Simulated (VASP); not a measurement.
# Ag (Fm-3m) in VASP: further runs

Ag is run at these levels: PBEsol; tasks: single point, relaxation of cell and atoms.

All numbers are computed with VASP 6.6.1; they aren't measurements. Logs are shortened: lines on timing, memory, paths and dates and some standing lists are left out, and cuts for length are marked.

## 1. The cell of the first run

It takes space group Fm-3m (No. 225, cubic). The conventional cell has a = 4.057 Å, b = 4.057 Å, c = 4.057 Å, α = 90.00°, β = 90.00°, γ = 90.00°. Ag (site symmetry m-3m) has 12 Ag at 2.87 Å within 3.8 Å.

## 2. Single point, PBEsol

INCAR reads:

```
SYSTEM = Ag
PREC     = Accurate       ! precision mode
ENCUT    = 520            ! plane-wave cutoff, eV
EDIFF    = 1E-6           ! SCF threshold, eV
ISMEAR   = 0              ! smearing method
SIGMA    = 0.05           ! smearing width, eV
LREAL    = .False.        ! projectors in reciprocal space
LASPH    = .True.         ! aspherical terms in the spheres
NELM     = 80             ! most SCF steps
ALGO     = Normal         ! electronic algorithm
ISIF     = 2              ! what is computed and relaxed
LWAVE    = .False.        ! write WAVECAR
LCHARG   = .False.        ! write CHGCAR
GGA      = PS             ! functional
NBANDS   = 12             ! bands
```

KPOINTS reads:

```
regular mesh
0
Gamma
  10 10 10
  0 0 0
```

POSCAR reads:

```
Ag
1.0
    0.0000000000      2.0286188567      2.0286188567
    2.0286188567      0.0000000000      2.0286188567
    2.0286188567      2.0286188567      0.0000000000
Ag
1
Direct
    0.0000000000      0.0000000000      0.0000000000
```

Potentials or basis: VASP PAW PBE potentials, release 64 (Ag).

Run with:

```console
$ cat potpaw_PBE.64/Ag/POTCAR > POTCAR
$ mpirun -np 1 vasp_std > vasp.out
```

OUTCAR:

```text
SYSTEM = Ag
   PREC = Accurate
   ENCUT = 520
   EDIFF = 1E-6
   ISMEAR = 0
   LREAL = .False.
   LASPH = .True.
   NELM = 80
   ISIF = 2
   GGA = PS

 ion  position               nearest neighbor table
   1  0.000  0.000  0.000-

  LATTYP: Found a face centered cubic cell.
 ALAT       =     4.0572377134

  Lattice vectors:

 A1 = (   0.0000000000,   2.0286188567,   2.0286188567)
 A2 = (   2.0286188567,   0.0000000000,   2.0286188567)
 A3 = (   2.0286188567,   2.0286188567,   0.0000000000)

Analysis of symmetry for initial positions (statically):
=====================================================================
 Subroutine PRICEL returns:
 Original cell was already a primitive cell.

 Routine SETGRP: Setting up the symmetry group for a
 face centered cubic supercell.

 Subroutine GETGRP returns: Found 48 space group operations
 (whereof 48 operations were pure point group operations)
 out of a pool of 48 trial point group operations.

The static configuration has the point symmetry O_h .

Analysis of symmetry for dynamics (positions and initial velocities):
=====================================================================
 Subroutine PRICEL returns:
 Original cell was already a primitive cell.

 Routine SETGRP: Setting up the symmetry group for a
 face centered cubic supercell.

 Subroutine GETGRP returns: Found 48 space group operations
 (whereof 48 operations were pure point group operations)
 out of a pool of 48 trial point group operations.

The dynamic configuration has the point symmetry O_h .

 Subroutine INISYM returns: Found 48 space group operations
 (whereof 48 operations are pure point group operations),
 and found     1 'primitive' translations

----------------------------------------------------------------------------------------

                                     Primitive cell

  volume of cell :      16.6967

  direct lattice vectors                    reciprocal lattice vectors
     0.000000000  2.028618857  2.028618857    -0.246473111  0.246473111  0.246473111
     2.028618857  0.000000000  2.028618857     0.246473111 -0.246473111  0.246473111
     2.028618857  2.028618857  0.000000000     0.246473111  0.246473111 -0.246473111

  length of vectors
     2.868900300  2.868900300  2.868900300     0.426903950  0.426903950  0.426903950

  position of ions in fractional coordinates (direct lattice)
     0.000000000  0.000000000  0.000000000

  ion indices of the primitive-cell ions
   primitive index   ion index
                 1           1

----------------------------------------------------------------------------------------

 KPOINTS: regular mesh

Automatic generation of k-mesh.
 Grid dimensions read from file:
 generate k-points for:   10   10   10

 Generating k-lattice:

  Cartesian coordinates                     Fractional coordinates (reciprocal lattice)
    -0.024647311  0.024647311  0.024647311     0.100000000  0.000000000  0.000000000
     0.024647311 -0.024647311  0.024647311     0.000000000  0.100000000  0.000000000
     0.024647311  0.024647311 -0.024647311     0.000000000  0.000000000  0.100000000

  Length of vectors
     0.042690395  0.042690395  0.042690395

  Shift w.r.t. Gamma in fractional coordinates (k-lattice)
     0.000000000  0.000000000  0.000000000

 Subroutine IBZKPT returns following result:
 ===========================================

 Found     47 irreducible k-points:

 Following reciprocal coordinates:
            Coordinates               Weight
  0.000000  0.000000  0.000000      1.000000
  0.100000  0.000000  0.000000      8.000000
  0.200000  0.000000  0.000000      8.000000
  0.300000  0.000000  0.000000      8.000000
  0.400000  0.000000  0.000000      8.000000
  0.500000  0.000000  0.000000      4.000000
[... 16 lines left out ...]
  0.300000  0.300000  0.000000      6.000000
  0.400000  0.300000  0.000000     24.000000
 [... further k-points ...]
   k-points           NKPTS =     47   k-points in BZ     NKDIM =     47   number of bands    NBANDS=     12
   number of dos      NEDOS =    301   number of ions     NIONS =      1
   total plane-waves  NPLWV =  13824
   dimension x,y,z NGX =    24 NGY =   24 NGZ =   24
   dimension x,y,z NGXF=    48 NGYF=   48 NGZF=   48
   ions per type =               1
   NGX,Y,Z   is equivalent  to a cutoff of  13.91, 13.91, 13.91 a.u.
   NGXF,Y,Z  is equivalent  to a cutoff of  27.81, 27.81, 27.81 a.u.
 SYSTEM =  Ag
   PREC   = accura    normal or accurate (medium, high low for compatibility)
   ISTART =      0    job   : 0-new  1-cont  2-samecut
   ICHARG =      2    charge: 1-file 2-atom 10-const
   ISPIN  =      1    spin polarized calculation?
   LNONCOLLINEAR =      F non collinear calculations
   LSORBIT =      F    spin-orbit coupling
   LASPH  =      T    aspherical Exc in radial PAW
   ENCUT  =  520.0 eV  38.22 Ry    6.18 a.u.   5.33  5.33  5.33*2*pi/ulx,y,z
   NELM   =     80;   NELMIN=  2; NELMDL= -5     # of ELM steps
   EDIFF  = 0.1E-05   stopping-criterion for ELM
   LREAL  =      F    real-space projection
   EDIFFG = 0.1E-04   stopping-criterion for IOM
   NSW    =      0    number of steps for IOM
   IBRION =     -1    ionic relax: 0-MD 1-quasi-New 2-CG
   NFREE  =      0    steps in history (QN), initial steepest desc. (CG)
   ISIF   =      2    stress and relaxation
   ISYM   =      2    0-nonsym 1-usesym 2-fastsym
   POTIM  = 0.5000    time-step for ionic-motion
   TEBEG  =    0.0;   TEEND  =   0.0 temperature during run
   PSTRESS=    0.0 pullay stress
   NELECT =      11.0000    total number of electrons
   NUPDOWN=      -1.0000    fix difference up-down
   EMIN   =  10.00;   EMAX   =-10.00  energy-range for DOS
   EFERMI =   0.00;   METHOD = LEGACY
   ISMEAR =     0;   SIGMA  =   0.05  broadening in eV -4-tet -1-fermi 0-gaus
   EFERMI_NEDOS =   21; number of points for ismear=-14 and -15
   IALGO  =     38    algorithm
   IMIX   =      4    mixing-type and parameters
     AMIX     =   0.40;   BMIX     =  1.00
     AMIX_MAG =   1.60;   BMIX_MAG =  1.00
  volume/ion in A,a.u.               =      16.70       112.68
  Fermi-wavevector in a.u.,A,eV,Ry     =   1.424498  2.691911 27.608880  2.029195
  Thomas-Fermi vector in A             =   2.544983
   LORBIT       =      0    0 simple, 1 ext, 2 COOP (PROOUT), +10 PAW based schemes
   GGA     = PS    functional components
   LHFCALC =     F    Hartree Fock is set to
   AEXX    =    0.0000 exact exchange contribution
   IVDW    =     0    specifies the selected vdW correction
   LEPSILON=     F    determine dielectric tensor
   LRPA    =     F    only Hartree local field effects (RPA)
 non-spin polarized calculation
 Gauss-broadening in eV      SIGMA  =   0.05
  energy-cutoff  :      520.00
  volume of cell :       16.70
 maximum number of plane-waves:       464
 NGX is ok and might be reduce to    24
   NGX = 11   NGY = 11   NGZ = 11

 number of electron      11.0000001 magnetization

 Free energy of the ion-electron system (eV)
  ---------------------------------------------------
  ext. energy  EPLUGINS =         0.00000000
  ---------------------------------------------------
  free energy    TOTEN  =        -3.29390921 eV

  energy without entropy =       -3.29303442  energy(sigma->0) =       -3.29347181

 E-fermi :   8.5320     XC(G=0): -12.5370

 val. band max:        8.2425916979   @ k =   0.5000   0.2000   0.1000
 cond. band min:       8.5762628012   @ k =   0.5000   0.1000   0.0000
 fundamental gap:      0.3336711033
 Fermi energy:         8.5319823122

 k-point     1 :       0.0000    0.0000    0.0000
  band No.  band energies     occupation
      1       0.5393      2.00000
      2       3.6823      2.00000
      3       3.6823      2.00000
      4       3.6823      2.00000
      5       4.7693      2.00000
      6       4.7693      2.00000
      7      24.5549      0.00000
      8      28.2525      0.00000
      9      28.2525      0.00000
     10      28.2525      0.00000
     11      33.1244      0.00000
     12      34.3915      0.00000

 k-point     2 :       0.1000    0.0000    0.0000
  band No.  band energies     occupation
      1       0.8521      2.00000
      2       3.6134      2.00000
      3       3.7668      2.00000
      4       3.7668      2.00000
      5       4.7400      2.00000
      6       4.7400      2.00000
      7      24.4991      0.00000
      8      26.2199      0.00000
      9      28.3936      0.00000
     10      28.3936      0.00000
     11      32.6287      0.00000
     12      33.9375      0.00000

 k-point     3 :       0.2000    0.0000    0.0000
  band No.  band energies     occupation
      1       1.6318      2.00000
      2       3.6088      2.00000
      3       3.8949      2.00000
      4       3.8949      2.00000
      5       4.7761      2.00000
      6       4.7761      2.00000
      7      21.7231      0.00000
      8      25.4106      0.00000
      9      28.5493      0.00000
     10      28.5493      0.00000
     11      31.4496      0.00000
     12      32.6103      0.00000
[... 286 lines left out ...]
 k-point    23 :       0.3000    0.3000    0.0000
  band No.  band energies     occupation
      1       2.4426      2.00000
      2       2.6138      2.00000
      3       4.9246      2.00000
      4       4.9246      2.00000
      5       5.2810      2.00000
      6       5.4867      2.00000
      7      22.0036      0.00000
      8      22.0036      0.00000
      9      22.3976      0.00000
     10      25.5557      0.00000
     11      26.2848      0.00000
     12      37.3550      0.00000

 k-point    24 :       0.4000    0.3000    0.0000
  band No.  band energies     occupation
      1       2.3847      2.00000
      2       2.5324      2.00000
      3       4.8183      2.00000
      4       4.9961      2.00000
      5       5.5514      2.00000
      6       7.2528      2.00000
      7      19.1536      0.00000
      8      20.3160      0.00000
      9      21.1721      0.00000
     10      25.7225      0.00000
     11      27.8374      0.00000
     12      37.2733      0.00000

 [... further k-points ...]
[... 5 lines left out ...]
  --------------------------------------------------------------------------------------
  -------------------------------------------------------------------------------------
  Total       -0.0218429     -0.0218429     -0.0218429     -0.0000000     -0.0000000     -0.0000000
  in kB       -2.0959937     -2.0959937     -2.0959937     -0.0000000     -0.0000000     -0.0000000
  external PRESSURE =      -2.0959937 kB  Pullay stress =       0.0000000 kB

 VOLUME and BASIS-vectors are now :
 -----------------------------------------------------------------------------
  energy-cutoff  :      520.00
  volume of cell :       16.70
      direct lattice vectors                 reciprocal lattice vectors
     0.000000000  2.028618857  2.028618857    -0.246473111  0.246473111  0.246473111
     2.028618857  0.000000000  2.028618857     0.246473111 -0.246473111  0.246473111
     2.028618857  2.028618857  0.000000000     0.246473111  0.246473111 -0.246473111

 POSITION                                       TOTAL-FORCE (eV/Angst)
 -----------------------------------------------------------------------------------
      0.00000      0.00000      0.00000         0.000000      0.000000      0.000000
 -----------------------------------------------------------------------------------
    total drift:                                0.000000      0.000000     -0.000000

  FREE ENERGIE OF THE ION-ELECTRON SYSTEM (eV)
  ---------------------------------------------------
  free  energy   TOTEN  =        -3.2939092051 eV

  energy  without entropy=       -3.2930344173  energy(sigma->0) =       -3.29347181
```

It took 3.6 s on 1 thread of Intel Xeon 6975P-C (Granite Rapids), shared host; peak memory 0.14 GiB.

Results:

```
Free energy : -3.2939 eV
Pressure    : -0.2 GPa
```

Caveat: the PAW data sets were made with another functional, which shifts forces and pressure a little.

[end of part 1 of 2]
